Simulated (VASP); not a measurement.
# Pt (P6_3/mmc) in VASP: notebook, part 2 of 2

VASP 6.6.1. The steps go on from the part before.

### Step 3. Single point, BLYP (16.11 Å³/atom)

This run uses another cell than the first one, of 16.11 Å³/atom.

INCAR

```
SYSTEM = Pt
  PREC = Accurate
  ENCUT = 570
  EDIFF = 1E-6
  ISMEAR = -1
  SIGMA = 0.1
  LREAL = .False.
  LASPH = .True.
  NELM = 120
  ALGO = Normal
  ISIF = 2
  LWAVE = .False.
  LCHARG = .True.
  GGA = B5
  ALDAX = 1.0
  AGGAX = 1.0
  AGGAC = 1.0
  ALDAC = 0.0
  LELF = .True.
  LVHAR = .True.
  NBANDS = 25
  GGA_COMPAT = .False.
```

KPOINTS

```
regular mesh
0
Gamma
  14 14 7
  0 0 0
```

POSCAR

```
Pt
1.0
    2.7757126048      0.0000000000      0.0000000000
   -1.3878563024      2.4038376294      0.0000000000
    0.0000000000      0.0000000000      4.8297862655
Pt
2
Direct
    0.3333333333      0.6666666667      0.2500000000
    0.6666666667      0.3333333333      0.7500000000
```

Potentials or basis: VASP PAW PBE potentials, release 64 (Pt_sv_GW).

Command:

```sh
$ cat potpaw_PBE.64/Pt_sv_GW/POTCAR > POTCAR
$ mpirun -np 1 vasp_std > vasp.out
```

OUTCAR:

```text
SYSTEM = Pt
   PREC = Accurate
   ENCUT = 570
   EDIFF = 1E-6
   ISMEAR = -1
   LREAL = .False.
   LASPH = .True.
   NELM = 120
   ISIF = 2
   GGA = B5

 ion  position               nearest neighbor table
   1  0.333  0.667  0.250-   2 2.90   2 2.90   2 2.90   2 2.90   2 2.90   2 2.90
   2  0.667  0.333  0.750-   1 2.90   1 2.90   1 2.90   1 2.90   1 2.90   1 2.90

  LATTYP: Found a hexagonal cell.
 ALAT       =     2.7757126048
 C/A-ratio  =     1.7400166923

  Lattice vectors:

 A1 = (   2.7757126048,   0.0000000000,   0.0000000000)
 A2 = (  -1.3878563024,   2.4038376294,   0.0000000000)
 A3 = (   0.0000000000,   0.0000000000,   4.8297862655)

Analysis of symmetry for initial positions (statically):
=====================================================================
 Subroutine PRICEL returns:
 Original cell was already a primitive cell.

 Routine SETGRP: Setting up the symmetry group for a
 hexagonal supercell.

 Subroutine GETGRP returns: Found 24 space group operations
 (whereof 12 operations were pure point group operations)
 out of a pool of 24 trial point group operations.

The static configuration has the point symmetry D_3d.
[... 160 lines left out ...]

  energy without entropy =       -9.91641791  energy(sigma->0) =       -9.97417833

 E-fermi :  10.1011     XC(G=0): -12.9790

 val. band max:       10.0995029816   @ k =   0.4286   0.0714   0.2857
 cond. band min:      10.1308049676   @ k =   0.4286   0.1429   0.4286
 fundamental gap:      0.0313019860
 Fermi energy:        10.1010872702

 k-point     1 :       0.0000    0.0000    0.0000
  band No.  band energies     occupation
      1     -87.6786      2.00000
      2     -87.6606      2.00000
      3     -42.1940      2.00000
      4     -42.0088      2.00000
      5     -42.0088      2.00000
      6     -41.9714      2.00000
[... 661 lines left out ...]
     24      22.0214      0.00000
     25      23.5284      0.00000

 [... further k-points ...]

------------------------ aborting loop because EDIFF is reached ----------------------------------------

  FORCE on cell =-STRESS in cart. coord.  units (eV):
  Direction    XX          YY          ZZ          XY          YZ          ZX
  --------------------------------------------------------------------------------------
  -------------------------------------------------------------------------------------
  Total        1.8459567      1.8459567      1.4648091      0.0000000      0.0000000      0.0000000
  in kB       91.7750336     91.7750336     72.8256014      0.0000000      0.0000000      0.0000000
  external PRESSURE =      85.4585562 kB  Pullay stress =       0.0000000 kB

 VOLUME and BASIS-vectors are now :
 -----------------------------------------------------------------------------
  energy-cutoff  :      570.00
  volume of cell :       32.23
      direct lattice vectors                 reciprocal lattice vectors
     2.775712605  0.000000000  0.000000000     0.360267846  0.208000738  0.000000000
    -1.387856302  2.403837629  0.000000000     0.000000000  0.416001475  0.000000000
     0.000000000  0.000000000  4.829786266     0.000000000  0.000000000  0.207048500

 POSITION                                       TOTAL-FORCE (eV/Angst)
 -----------------------------------------------------------------------------------
     -0.00000      1.60256      1.20745        -0.000000      0.000000      0.000000
      1.38786      0.80128      3.62234         0.000000     -0.000000      0.000000
 -----------------------------------------------------------------------------------
    total drift:                               -0.000000      0.000000     -0.000000

  FREE ENERGIE OF THE ION-ELECTRON SYSTEM (eV)
  ---------------------------------------------------
  free  energy   TOTEN  =       -10.0319387429 eV

  energy  without entropy=       -9.9164179112  energy(sigma->0) =       -9.97417833
```

stdout:

```text
POSCAR found type information on POSCAR Pt
 POSCAR found :  1 types and       2 ions
 scaLAPACK will be used
 -----------------------------------------------------------------------------
|                                                                             |
|                                                                             |
|     You enforced a specific xc type in the INCAR file but a different       |
|     I HOPE YOU KNOW WHAT YOU ARE DOING!                                     |
|                                                                             |
 -----------------------------------------------------------------------------

 LDA part: xc-table for (Slater(with rela. corr.)+VWN5), standard interpolation
 POSCAR, INCAR and KPOINTS ok, starting setup
 FFT: planning ... GRIDC
 FFT: planning ... GRID_SOFT
 FFT: planning ... GRID
 WAVECAR not read
 entering main loop
```

It took 2.9 min on 1 thread of AMD EPYC, shared host; peak memory 0.18 GiB.

What came out:

- Free energy: -10.0319 eV
- Pressure: 8.5 GPa
- Band gap on the k mesh: zero (bands 18 and 19 overlap by 1.22 eV)

Caveat: the cell stands under pressure; the PAW data sets were made with another functional, which shifts forces and pressure a little; spin-orbit coupling is left out, which moves the levels of the heavy elements.

### Step 4. Single point, BLYP (17.46 Å³/atom)

This run uses another cell than the first one, of 17.46 Å³/atom.

INCAR

```
PREC = Accurate
ENCUT = 570
EDIFF = 1E-6
ISMEAR = -1
SIGMA = 0.1
LREAL = F
LASPH = T
NELM = 120
ALGO = Normal
ISIF = 2
LWAVE = F
LCHARG = F
GGA = B5
ALDAX = 1.0
AGGAX = 1.0
AGGAC = 1.0
ALDAC = 0.0
NBANDS = 25
GGA_COMPAT = F
```

KPOINTS

```
regular mesh
0
Gamma
  14 14 7
```

POSCAR

```
Pt
1.0
    2.8507679420      0.0000000000      0.0000000000
   -1.4253839710      2.4688374581      0.0000000000
    0.0000000000      0.0000000000      4.9603838051
Pt
2
Direct
    0.3333333333      0.6666666667      0.2500000000
    0.6666666667      0.3333333333      0.7500000000
```

Command:

```sh
$ cat potpaw_PBE.64/Pt_sv_GW/POTCAR > POTCAR
$ mpirun -np 1 vasp_std > vasp.out
```

It took 84 s on 1 thread of Intel Xeon Platinum 8488C (Sapphire Rapids), shared host; peak memory 0.22 GiB.

The run converged. Its results:

- Free energy: -10.0556 eV
- Pressure: -7.2 GPa
- Band gap on the k mesh: zero (bands 18 and 19 overlap by 1.05 eV)

Stress tensor (GPa, compression positive):
```
-7.38  0.00  0.00
 0.00 -7.38  0.00
 0.00  0.00 -6.82
```

Levels at points of the mesh, in eV from the Fermi level:
| k point | band 14 | band 15 | band 16 | band 17 | band 18 | band 19 | band 20 | band 21 | band 22 | band 23 |
| --- | --- | --- | --- | --- | --- | --- | --- | --- | --- | --- |
| (0.00, 0.00, 0.00) | -2.61 | -2.61 | -1.53 | -1.53 | -0.21 | -0.21 | 0.01 | 4.04 | 15.58 | 15.84 |
| (0.50, 0.00, 0.00) | -2.46 | -1.99 | -0.04 | 0.24 | 0.41 | 2.24 | 3.51 | 6.91 | 8.56 | 8.63 |

Caveat: the cell stands under tension; the PAW data sets were made with another functional, which shifts forces and pressure a little; spin-orbit coupling is left out, which moves the levels of the heavy elements.

### Step 5. Summary

| cell | gap on the mesh (eV) | pressure (GPa) |
| --- | --- | --- |
| a = 2.922, b = 2.922, c = 5.084 Å, angles 90.0, 90.0, 120.0°, 2 atoms | none | -16.4 |
| a = 2.776, b = 2.776, c = 4.830 Å, angles 90.0, 90.0, 120.0°, 2 atoms | none | 8.5 |
| a = 2.851, b = 2.851, c = 4.960 Å, angles 90.0, 90.0, 120.0°, 2 atoms | none | -7.2 |

Alike in all rows: task single point; level BLYP; potentials or basis VASP PAW PBE potentials, release 64 (Pt_sv_GW); no spin polarisation; k mesh 14 × 14 × 7; cutoff (eV) 570; smearing fermi-dirac 0.1 eV.

Caveats: the PAW data sets were made with another functional, which shifts forces and pressure a little; spin-orbit coupling is left out, which moves the levels of the heavy elements; the cell stands under tension (at least some runs); the cell stands under pressure (at least some runs).

Absolute energies hang on the potentials; compare differences alone.

The gap in the log of VASP goes by the Fermi energy; the results here count the filled bands.